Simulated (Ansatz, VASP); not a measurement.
**Ba2ZrO3: VASP beside Ansatz**

Contents of INCAR:

```
SYSTEM = Ba2ZrO3
  PREC = Accurate
  ENCUT = 520
  EDIFF = 1E-6
  ISMEAR = 0
  SIGMA = 0.1
  LREAL = .FALSE.
  LASPH = .TRUE.
  NELM = 150
  ALGO = Normal
  ISIF = 2
  LWAVE = .FALSE.
  LCHARG = .FALSE.
  ISPIN = 2
  MAGMOM = 0 0 1 0 0 0
  LORBIT = 11
  LMAXMIX = 4
  GGA = PE
  NBANDS = 38
```

Contents of KPOINTS:

```
Automatic mesh
0
G
  3 3 4
  0 0 0
```

The input POSCAR:

```
Ba2ZrO3
1.0
    5.7730406952      0.0000000000      0.0000000000
   -2.8865203476      4.9995998991      0.0000000000
    0.0000000000      0.0000000000      3.9861180641
Ba Zr O
2 1 3
Direct
    0.6666666667      0.3333333333      0.0000000000
    0.3333333333      0.6666666667      0.0000000000
    0.0000000000      0.0000000000      0.5000000000
    0.5000000000      0.5000000000      0.5000000000
    0.5000000000      0.0000000000      0.5000000000
    0.0000000000      0.5000000000      0.5000000000
```

Input for Ansatz:

```yaml
crystal:
  lattice:
    - [5.7730406952, 0.0, 0.0]
    - [-2.8865203476, 4.9995998991, 0.0]
    - [0.0, 0.0, 3.9861180641]
  atoms:
    - { symbol: Ba, position: [0.6666666667, 0.3333333333, 0.0] }
    - { symbol: Ba, position: [0.3333333333, 0.6666666667, 0.0] }
    - { symbol: Zr, position: [0.0, 0.0, 0.5], spin: 1.0 }
    - { symbol: O, position: [0.5, 0.5, 0.5] }
    - { symbol: O, position: [0.5, 0.0, 0.5] }
    - { symbol: O, position: [0.0, 0.5, 0.5] }
basis:
  ecutwfc: 420
kpoints:
  mp_grid: { grid: [3, 3, 4] }
hamiltonian:
  xc: pbe
scf:
  occupations: { method: gaussian, width: 0.1 }
  lower_state_search: "off"
output:
  forces: true
  stress: true
  eigenvalues: true
  populations: true
magnetization:
  spin_polarized: true
```

Change from the starting cell: species swapped into the ErCo3Ge2 type (P6mm, No. 183).

Alike in both runs: task single point; functional PBE; k mesh 3 × 3 × 4; occupations gaussian, width 0.1 eV; collinear spin.

|  | VASP | Ansatz |
| --- | --- | --- |
| version | VASP 6.6.1 | Ansatz 0.2.0 |
| potentials or method | VASP PAW PBE potentials, release 64 (Ba_sv, Zr_sv, O), cutoff 520 eV | scalar-relativistic, plane waves, PAW |
| valence electrons in the cell | 50 | 50 |

```csv
,VASP,Ansatz,Ansatz less VASP
gap on the k mesh at the Fermi level (eV),none,none,-
pressure (GPa),2.5,0.2,-2.31
"traceless stress, the component that is largest in VASP (GPa)",0.63,-0.20,-0.834
net moment per atom (μB),0.00,0.00,0.000
```

A gap of «none» marks a metal or a gap that the smearing closes. Ansatz's warnings: seeded moment not kept.

The k mesh is coarse, so the values compare programs but aren't converged. Neither program's run includes spin-orbit coupling.
